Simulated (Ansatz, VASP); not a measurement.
**TlPdCl3: VASP beside Ansatz**

File INCAR:

```
SYSTEM = TlPdCl3
PREC = Accurate
ENCUT = 520
EDIFF = 1E-6
ISMEAR = 0
SIGMA = 0.1
LREAL = .False.
LASPH = .True.
NELM = 150
ALGO = Normal
ISIF = 2
LWAVE = .False.
LCHARG = .False.
ISPIN = 2
MAGMOM = 0 1 0 0 0
LORBIT = 11
LMAXMIX = 4
GGA = PE
NBANDS = 34
```

File KPOINTS:

```
regular mesh
0
Gamma
  4 4 4
  0 0 0
```

POSCAR

```
TlPdCl3
1.0
    5.3285514319      0.0000000000      0.0000000000
    0.0000000000      5.3285514319      0.0000000000
    0.0000000000      0.0000000000      5.3285514319
Tl Pd Cl
1 1 3
Direct
    0.5000000000      0.5000000000      0.5000000000
    0.0000000000      0.0000000000      0.0000000000
    0.0000000000      0.5000000000      0.5000000000
    0.5000000000      0.0000000000      0.5000000000
    0.5000000000      0.5000000000      0.0000000000
```

Input for Ansatz:

```yaml
crystal:
  lattice:
    - [5.3285514319, 0.0, 0.0]
    - [0.0, 5.3285514319, 0.0]
    - [0.0, 0.0, 5.3285514319]
  atoms:
    - { symbol: Tl, position: [0.5, 0.5, 0.5] }
    - { symbol: Pd, position: [0.0, 0.0, 0.0], spin: 1.0 }
    - { symbol: Cl, position: [0.0, 0.5, 0.5] }
    - { symbol: Cl, position: [0.5, 0.0, 0.5] }
    - { symbol: Cl, position: [0.5, 0.5, 0.0] }
basis:
  ecutwfc: 420
kpoints:
  mp_grid: { grid: [4, 4, 4] }
hamiltonian:
  xc: pbe
scf:
  occupations: { method: gaussian, width: 0.1 }
  lower_state_search: "off"
output:
  forces: true
  stress: true
  eigenvalues: true
  populations: true
magnetization:
  spin_polarized: true
```

Alike in both runs: task single point; functional PBE; k mesh 4 × 4 × 4; occupations gaussian, width 0.1 eV; collinear spin.

```csv
,VASP,Ansatz
version,VASP 6.6.1,Ansatz 0.2.0
potentials or method,"VASP PAW PBE potentials, release 64 (Tl_d, Pd, Cl), cutoff 520 eV","scalar-relativistic, plane waves, PAW"
valence electrons in the cell,44,52
```

```csv
,VASP,Ansatz,Ansatz less VASP
gap on the k mesh at the Fermi level (eV),none,none,-
pressure (GPa),0.4,0.4,+0.06
net moment per atom (μB),0.13,0.12,-0.001
size of the moment on the site where the two differ most (μB),0.59,0.60,+0.012
```

Site moments also hang on the region over which each program counts them. A gap of «none» marks a metal or a gap that the smearing closes. VASP's potentials hold 44 valence electrons a cell and Ansatz's 52, so a difference there can come from the potentials and not from the codes.

Neither program's run includes spin-orbit coupling.
